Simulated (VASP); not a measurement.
# Zn (P6_3/mmc) in VASP: a series of runs, part 2 of 2

VASP 6.6.1. Earlier steps stand in the parts before.

## 3. Single point, LDA

File INCAR:

```
SYSTEM = Zn
PREC = Accurate
ENCUT = 520
EDIFF = 1E-6
ISMEAR = 1
SIGMA = 0.2
LREAL = .FALSE.
LASPH = .TRUE.
NELM = 60
ALGO = Normal
ISIF = 2
LWAVE = .FALSE.
LCHARG = .FALSE.
GGA = CA
NBANDS = 19
```

File KPOINTS:

```
Automatic mesh
0
G
  14 14 7
  0 0 0
```

File POSCAR:

```
Zn
1.0
    2.5709734941      0.0000000000      0.0000000000
   -1.2854867470      2.2265283583      0.0000000000
    0.0000000000      0.0000000000      4.7361908757
Zn
2
Direct
    0.3333333333      0.6666666667      0.2500000000
    0.6666666667      0.3333333333      0.7500000000
```

Potentials or basis: VASP PAW LDA potentials, release 64 (Zn).

The run is started by

```
> cat potpaw_LDA.64/Zn/POTCAR > POTCAR
> mpirun -np 1 vasp_std > vasp.out
```

OUTCAR:

```text
SYSTEM = Zn
   PREC = Accurate
   ENCUT = 520
   EDIFF = 1E-6
   ISMEAR = 1
   LREAL = .FALSE.
   LASPH = .TRUE.
   NELM = 60
   ISIF = 2
   GGA = CA

 ion  position               nearest neighbor table
   1  0.333  0.667  0.250-   2 2.79   2 2.79   2 2.79   2 2.79   2 2.79   2 2.79
   2  0.667  0.333  0.750-   1 2.79   1 2.79   1 2.79   1 2.79   1 2.79   1 2.79

  LATTYP: Found a hexagonal cell.
 ALAT       =     2.5709734941
 C/A-ratio  =     1.8421780258

  Lattice vectors:

 A1 = (   2.5709734941,   0.0000000000,   0.0000000000)
 A2 = (  -1.2854867470,   2.2265283583,   0.0000000000)
 A3 = (   0.0000000000,   0.0000000000,   4.7361908757)

Analysis of symmetry for initial positions (statically):
=====================================================================
 Subroutine PRICEL returns:
 Original cell was already a primitive cell.

 Routine SETGRP: Setting up the symmetry group for a
 hexagonal supercell.

 Subroutine GETGRP returns: Found 24 space group operations
 (whereof 12 operations were pure point group operations)
 out of a pool of 24 trial point group operations.

The static configuration has the point symmetry D_3d.
 The point group associated with its full space group is D_6h.

Analysis of symmetry for dynamics (positions and initial velocities):
=====================================================================
 Subroutine PRICEL returns:
 Original cell was already a primitive cell.

 Routine SETGRP: Setting up the symmetry group for a
 hexagonal supercell.

 Subroutine GETGRP returns: Found 24 space group operations
 (whereof 12 operations were pure point group operations)
 out of a pool of 24 trial point group operations.

The dynamic configuration has the point symmetry D_3d.
 The point group associated with its full space group is D_6h.

 Subroutine INISYM returns: Found 24 space group operations
[... 105 lines left out ...]
   POTIM  = 0.5000    time-step for ionic-motion
   TEBEG  =    0.0;   TEEND  =   0.0 temperature during run
   PSTRESS=    0.0 pullay stress
   NELECT =      24.0000    total number of electrons
   NUPDOWN=      -1.0000    fix difference up-down
   EMIN   =  10.00;   EMAX   =-10.00  energy-range for DOS
   EFERMI =   0.00;   METHOD = LEGACY
   ISMEAR =     1;   SIGMA  =   0.20  broadening in eV -4-tet -1-fermi 0-gaus
   EFERMI_NEDOS =   21; number of points for ismear=-14 and -15
   IALGO  =     38    algorithm
   IMIX   =      4    mixing-type and parameters
     AMIX     =   0.40;   BMIX     =  1.00
     AMIX_MAG =   1.60;   BMIX_MAG =  1.00
  volume/ion in A,a.u.               =      13.56        91.48
  Fermi-wavevector in a.u.,A,eV,Ry     =   1.571907  2.970474 33.618530  2.470892
  Thomas-Fermi vector in A             =   2.673421
   LORBIT       =      0    0 simple, 1 ext, 2 COOP (PROOUT), +10 PAW based schemes
   GGA     = CA    functional components
   LHFCALC =     F    Hartree Fock is set to
   AEXX    =    0.0000 exact exchange contribution
   IVDW    =     0    specifies the selected vdW correction
   LEPSILON=     F    determine dielectric tensor
   LRPA    =     F    only Hartree local field effects (RPA)
 non-spin polarized calculation
 Methfessel and Paxton  Order N= 1 SIGMA  =   0.20
  energy-cutoff  :      520.00
  volume of cell :       27.11
 maximum number of plane-waves:       743
 NGX is ok and might be reduce to    20
   NGX =  9   NGY =  9   NGZ = 17

 number of electron      23.9999991 magnetization

 Free energy of the ion-electron system (eV)
  ---------------------------------------------------
  ext. energy  EPLUGINS =         0.00000000
  ---------------------------------------------------
  free energy    TOTEN  =        -3.74710924 eV

  energy without entropy =       -3.74931039  energy(sigma->0) =       -3.74784296

 E-fermi :   3.6860     XC(G=0): -12.5126

 val. band max:        3.5883379038   @ k =   0.2143   0.1429   0.0000
 cond. band min:       3.8008657336   @ k =   0.2143   0.0000   0.1429
 fundamental gap:      0.2125278298
 Fermi energy:         3.6859989517

 k-point     1 :       0.0000    0.0000    0.0000
  band No.  band energies     occupation
      1      -7.6000      2.00000
      2      -5.4676      2.00000
      3      -4.5927      2.00000
      4      -4.3217      2.00000
      5      -4.3217      2.00000
      6      -4.2564      2.00000
[... 505 lines left out ...]
      6      -4.3304      2.00000
[... 11 lines left out ...]
     18      11.7883      0.00000
     19      13.4826      0.00000

 [... further k-points ...]
[... 5 lines left out ...]
  --------------------------------------------------------------------------------------
  -------------------------------------------------------------------------------------
  Total        0.2843208      0.2843208     -0.1972899      0.0000000      0.0000000      0.0000000
  in kB       16.8021227     16.8021227    -11.6589731      0.0000000      0.0000000      0.0000000
  external PRESSURE =       7.3150908 kB  Pullay stress =       0.0000000 kB

 VOLUME and BASIS-vectors are now :
 -----------------------------------------------------------------------------
  energy-cutoff  :      520.00
  volume of cell :       27.11
      direct lattice vectors                 reciprocal lattice vectors
     2.570973494  0.000000000  0.000000000     0.388957724  0.224564847  0.000000000
    -1.285486747  2.226528358  0.000000000     0.000000000  0.449129694  0.000000000
     0.000000000  0.000000000  4.736190876     0.000000000  0.000000000  0.211140139

 POSITION                                       TOTAL-FORCE (eV/Angst)
 -----------------------------------------------------------------------------------
     -0.00000      1.48435      1.18405         0.000000     -0.000000      0.000000
      1.28549      0.74218      3.55214        -0.000000      0.000000      0.000000
 -----------------------------------------------------------------------------------
    total drift:                                0.000000     -0.000000      0.000000

  FREE ENERGIE OF THE ION-ELECTRON SYSTEM (eV)
  ---------------------------------------------------
  free  energy   TOTEN  =        -3.7471092404 eV

  energy  without entropy=       -3.7493103884  energy(sigma->0) =       -3.74784296
```

stdout:

```text
POSCAR found type information on POSCAR Zn
 POSCAR found :  1 types and       2 ions
 scaLAPACK will be used
 LDA part: xc-table for (Slater(with rela. corr.)+CA(PZ))
 , standard interpolation
 POSCAR, INCAR and KPOINTS ok, starting setup
 FFT: planning ... GRIDC
 FFT: planning ... GRID_SOFT
 FFT: planning ... GRID
 WAVECAR not read
 entering main loop
```

Run time: 25 s. Hardware: 1 thread of AMD EPYC 7R13 (Zen 3), shared host; peak memory 0.12 GiB.

Results:

| Item | Value |
| --- | --- |
| Free energy | -3.7471 eV |
| Pressure | 0.7 GPa |
| Band gap on the k mesh | zero (band 12 reaches 5.21 eV, above the bottom of band 13 at 0.86 eV) |

## 4. Single point, LDA

File INCAR:

```
PREC = Accurate ; ENCUT = 520
EDIFF = 1E-6 ; ISMEAR = 1
SIGMA = 1.0 ; LREAL = False
LASPH = True ; NELM = 100
ALGO = Normal ; ISIF = 2
LWAVE = False ; LCHARG = True
LELF = True ; LVHAR = True
NBANDS = 19
```

File KPOINTS:

```
Automatic mesh
0
Gamma
  14 14 7
```

POSCAR is that of step 3.

Potentials or basis: VASP PAW LDA potentials, release 64 (Zn).

The run is started by

```
> cat potpaw_LDA.64/Zn/POTCAR > POTCAR
> mpirun -np 1 vasp_std > vasp.out
```

OUTCAR:

```text
PREC = Accurate
   ENCUT = 520
   EDIFF = 1E-6
   ISMEAR = 1
   LREAL = False
   LASPH = True
   NELM = 100
   ISIF = 2

 ion  position               nearest neighbor table
   1  0.333  0.667  0.250-   2 2.79   2 2.79   2 2.79   2 2.79   2 2.79   2 2.79
   2  0.667  0.333  0.750-   1 2.79   1 2.79   1 2.79   1 2.79   1 2.79   1 2.79

  LATTYP: Found a hexagonal cell.
 ALAT       =     2.5709734941
 C/A-ratio  =     1.8421780258

  Lattice vectors:

 A1 = (   2.5709734941,   0.0000000000,   0.0000000000)
 A2 = (  -1.2854867470,   2.2265283583,   0.0000000000)
 A3 = (   0.0000000000,   0.0000000000,   4.7361908757)

Analysis of symmetry for initial positions (statically):
=====================================================================
 Subroutine PRICEL returns:
 Original cell was already a primitive cell.

 Routine SETGRP: Setting up the symmetry group for a
 hexagonal supercell.

 Subroutine GETGRP returns: Found 24 space group operations
 (whereof 12 operations were pure point group operations)
 out of a pool of 24 trial point group operations.

The static configuration has the point symmetry D_3d.
 The point group associated with its full space group is D_6h.

Analysis of symmetry for dynamics (positions and initial velocities):
=====================================================================
 Subroutine PRICEL returns:
 Original cell was already a primitive cell.

 Routine SETGRP: Setting up the symmetry group for a
 hexagonal supercell.

 Subroutine GETGRP returns: Found 24 space group operations
 (whereof 12 operations were pure point group operations)
 out of a pool of 24 trial point group operations.

The dynamic configuration has the point symmetry D_3d.
 The point group associated with its full space group is D_6h.

 Subroutine INISYM returns: Found 24 space group operations
 (whereof 12 operations are pure point group operations),
 and found     1 'primitive' translations

----------------------------------------------------------------------------------------

                                     Primitive cell

  volume of cell :      27.1116

  direct lattice vectors                    reciprocal lattice vectors
     2.570973494  0.000000000  0.000000000     0.388957724  0.224564847  0.000000000
    -1.285486747  2.226528358  0.000000000     0.000000000  0.449129694  0.000000000
     0.000000000  0.000000000  4.736190876     0.000000000  0.000000000  0.211140139

  length of vectors
     2.570973494  2.570973494  4.736190876     0.449129694  0.449129694  0.211140139

  position of ions in fractional coordinates (direct lattice)
     0.333333333  0.666666667  0.250000000
     0.666666667  0.333333333  0.750000000

  ion indices of the primitive-cell ions
   primitive index   ion index
                 1           1
                 2           2

----------------------------------------------------------------------------------------

 KPOINTS: Automatic mesh

Automatic generation of k-mesh.
 Grid dimensions read from file:
 generate k-points for:   14   14    7

 Generating k-lattice:

  Cartesian coordinates                     Fractional coordinates (reciprocal lattice)
     0.027782695  0.016040346  0.000000000     0.071428571  0.000000000  0.000000000
     0.000000000  0.032080692  0.000000000     0.000000000  0.071428571  0.000000000
     0.000000000  0.000000000  0.030162877     0.000000000  0.000000000  0.142857143

  Length of vectors
     0.032080692  0.032080692  0.030162877

  Shift w.r.t. Gamma in fractional coordinates (k-lattice)
     0.000000000  0.000000000  0.000000000

 Subroutine IBZKPT returns following result:
 ===========================================

 Found     96 irreducible k-points:

 Following reciprocal coordinates:
            Coordinates               Weight
  0.000000  0.000000  0.000000      1.000000
  0.071429  0.000000  0.000000      6.000000
  0.142857  0.000000  0.000000      6.000000
  0.214286  0.000000  0.000000      6.000000
  0.285714  0.000000  0.000000      6.000000
  0.357143  0.000000  0.000000      6.000000
[... 16 lines left out ...]
  0.285714  0.285714  0.000000      6.000000
  0.357143  0.285714  0.000000      6.000000
 [... further k-points ...]
   k-points           NKPTS =     96   k-points in BZ     NKDIM =     96   number of bands    NBANDS=     19
   number of dos      NEDOS =    301   number of ions     NIONS =      2
   total plane-waves  NPLWV =  14400
   dimension x,y,z NGX =    20 NGY =   20 NGZ =   36
   dimension x,y,z NGXF=    40 NGYF=   40 NGZF=   72
   ions per type =               2
   NGX,Y,Z   is equivalent  to a cutoff of  12.93, 12.93, 12.64 a.u.
   NGXF,Y,Z  is equivalent  to a cutoff of  25.87, 25.87, 25.27 a.u.
 SYSTEM =  unknown system
   PREC   = accura    normal or accurate (medium, high low for compatibility)
   ISTART =      0    job   : 0-new  1-cont  2-samecut
   ICHARG =      2    charge: 1-file 2-atom 10-const
   ISPIN  =      1    spin polarized calculation?
   LNONCOLLINEAR =      F non collinear calculations
   LSORBIT =      F    spin-orbit coupling
   LASPH  =      T    aspherical Exc in radial PAW
   ENCUT  =  520.0 eV  38.22 Ry    6.18 a.u.   4.78  4.78  8.81*2*pi/ulx,y,z
   NELM   =    100;   NELMIN=  2; NELMDL= -5     # of ELM steps
   EDIFF  = 0.1E-05   stopping-criterion for ELM
   LREAL  =      F    real-space projection
   EDIFFG = 0.1E-04   stopping-criterion for IOM
   NSW    =      0    number of steps for IOM
   IBRION =     -1    ionic relax: 0-MD 1-quasi-New 2-CG
   NFREE  =      0    steps in history (QN), initial steepest desc. (CG)
   ISIF   =      2    stress and relaxation
   ISYM   =      2    0-nonsym 1-usesym 2-fastsym
   POTIM  = 0.5000    time-step for ionic-motion
   TEBEG  =    0.0;   TEEND  =   0.0 temperature during run
   PSTRESS=    0.0 pullay stress
   NELECT =      24.0000    total number of electrons
   NUPDOWN=      -1.0000    fix difference up-down
   EMIN   =  10.00;   EMAX   =-10.00  energy-range for DOS
   EFERMI =   0.00;   METHOD = LEGACY
   ISMEAR =     1;   SIGMA  =   1.00  broadening in eV -4-tet -1-fermi 0-gaus
   EFERMI_NEDOS =   21; number of points for ismear=-14 and -15
   IALGO  =     38    algorithm
   IMIX   =      4    mixing-type and parameters
     AMIX     =   0.40;   BMIX     =  1.00
     AMIX_MAG =   1.60;   BMIX_MAG =  1.00
  volume/ion in A,a.u.               =      13.56        91.48
  Fermi-wavevector in a.u.,A,eV,Ry     =   1.571907  2.970474 33.618530  2.470892
  Thomas-Fermi vector in A             =   2.673421
   LORBIT       =      0    0 simple, 1 ext, 2 COOP (PROOUT), +10 PAW based schemes
   GGA     = CA    functional components
   LHFCALC =     F    Hartree Fock is set to
   AEXX    =    0.0000 exact exchange contribution
   IVDW    =     0    specifies the selected vdW correction
   LEPSILON=     F    determine dielectric tensor
   LRPA    =     F    only Hartree local field effects (RPA)
 non-spin polarized calculation
 Methfessel and Paxton  Order N= 1 SIGMA  =   1.00
  energy-cutoff  :      520.00
  volume of cell :       27.11
 maximum number of plane-waves:       743
 NGX is ok and might be reduce to    20
   NGX =  9   NGY =  9   NGZ = 17

 number of electron      23.9999991 magnetization

 Free energy of the ion-electron system (eV)
  ---------------------------------------------------
  ext. energy  EPLUGINS =         0.00000000
  ---------------------------------------------------
  free energy    TOTEN  =        -3.74366480 eV

  energy without entropy =       -3.76065788  energy(sigma->0) =       -3.74932916

 E-fermi :   3.7555     XC(G=0): -12.5123

 val. band max:        3.5873842921   @ k =   0.2143   0.1429   0.0000
 cond. band min:       3.8008449094   @ k =   0.2143   0.0000   0.1429
 fundamental gap:      0.2134606173
 Fermi energy:         3.7554851176

 k-point     1 :       0.0000    0.0000    0.0000
  band No.  band energies     occupation
      1      -7.5995      2.00000
      2      -5.4672      2.00000
      3      -4.5933      2.00000
      4      -4.3212      2.00000
      5      -4.3212      2.00000
      6      -4.2559      2.00000
[... 11 lines left out ...]
     18      24.0404      0.00000
     19      24.1834      0.00000

 k-point     2 :       0.0714    0.0000    0.0000
  band No.  band energies     occupation
      1      -7.4367      2.00000
      2      -5.3903      2.00000
      3      -4.5757      2.00000
      4      -4.3385      2.00000
      5      -4.2782      2.00000
      6      -4.2757      2.00000
[... 476 lines left out ...]
 k-point    24 :       0.3571    0.2857    0.0000
  band No.  band energies     occupation
      1      -4.7884      2.00000
      2      -4.6483      2.00000
      3      -4.5848      2.00000
      4      -4.3789      2.00000
      5      -4.3476      2.00000
      6      -4.3307      2.00000
[... 11 lines left out ...]
     18      11.7897     -0.00000
     19      13.4819     -0.00000

 [... further k-points ...]
[... 5 lines left out ...]
  --------------------------------------------------------------------------------------
  -------------------------------------------------------------------------------------
  Total        0.1389786      0.1389786      0.0688546      0.0000000      0.0000000      0.0000000
  in kB        8.2130339      8.2130339      4.0690068      0.0000000      0.0000000      0.0000000
  external PRESSURE =       6.8316915 kB  Pullay stress =       0.0000000 kB

 VOLUME and BASIS-vectors are now :
 -----------------------------------------------------------------------------
  energy-cutoff  :      520.00
  volume of cell :       27.11
      direct lattice vectors                 reciprocal lattice vectors
     2.570973494  0.000000000  0.000000000     0.388957724  0.224564847  0.000000000
    -1.285486747  2.226528358  0.000000000     0.000000000  0.449129694  0.000000000
     0.000000000  0.000000000  4.736190876     0.000000000  0.000000000  0.211140139

 POSITION                                       TOTAL-FORCE (eV/Angst)
 -----------------------------------------------------------------------------------
     -0.00000      1.48435      1.18405        -0.000000      0.000000      0.000000
      1.28549      0.74218      3.55214         0.000000     -0.000000      0.000000
 -----------------------------------------------------------------------------------
    total drift:                                0.000000     -0.000000      0.000000

  FREE ENERGIE OF THE ION-ELECTRON SYSTEM (eV)
  ---------------------------------------------------
  free  energy   TOTEN  =        -3.7436648038 eV

  energy  without entropy=       -3.7606578801  energy(sigma->0) =       -3.74932916
```

OSZICAR:

```text
N       E                     dE             d eps       ncg     rms          rms(c)
DAV:   1     0.112689238382E+03    0.11269E+03   -0.12422E+04  3808   0.208E+03
DAV:   2     0.127930027831E+01   -0.11141E+03   -0.10752E+03  3678   0.301E+02
DAV:   3    -0.403885929369E+01   -0.53182E+01   -0.52961E+01  4080   0.721E+01
DAV:   4    -0.406974599935E+01   -0.30887E-01   -0.30880E-01  4030   0.570E+00
DAV:   5    -0.406978391152E+01   -0.37912E-04   -0.37912E-04  4027   0.182E-01    0.521E+00
DAV:   6    -0.377628597359E+01    0.29350E+00   -0.10195E+00  4080   0.226E+01    0.366E+00
DAV:   7    -0.375374365882E+01    0.22542E-01   -0.43551E-02  4643   0.367E+00    0.184E+00
DAV:   8    -0.374369584183E+01    0.10048E-01   -0.29169E-03  5091   0.761E-01    0.536E-02
DAV:   9    -0.374366145959E+01    0.34382E-04   -0.26948E-04  4779   0.189E-01    0.302E-02
DAV:  10    -0.374366483086E+01   -0.33713E-05   -0.16547E-05  4113   0.349E-02    0.247E-03
DAV:  11    -0.374366480382E+01    0.27039E-07   -0.71228E-07  2634   0.120E-02
   1 F= -.37436648E+01 E0= -.37493292E+01  d E =0.169931E-01
```

Run time: 28 s. Hardware: 1 thread of AMD EPYC 7R13 (Zen 3), shared host; peak memory 0.12 GiB.

Results:

```yaml
Free_energy: -3.7437 eV
Pressure: 0.7 GPa
Band_gap_on_the_k_mesh: zero (band 12 reaches 5.21 eV, above the bottom of band 13 at 0.86 eV)
```

Stress tensor (GPa, compression positive):
```
0.82 0.00 0.00
0.00 0.82 0.00
0.00 0.00 0.41
```

## 5. The runs side by side

```tsv
smearing	gap on the mesh (eV)	pressure (GPa)
methfessel-paxton 0.1 eV	none	0.7
methfessel-paxton 0.2 eV	none	0.7
methfessel-paxton 1 eV	none	0.7
```

Alike in all rows: task single point; level LDA; potentials or basis VASP PAW LDA potentials, release 64 (Zn); no spin polarisation; cell as given; k mesh 14 × 14 × 7; cutoff (eV) 520.

Every run on the cell as given and a fine mesh finds a metal.

Absolute energies hang on the potentials; compare differences alone.
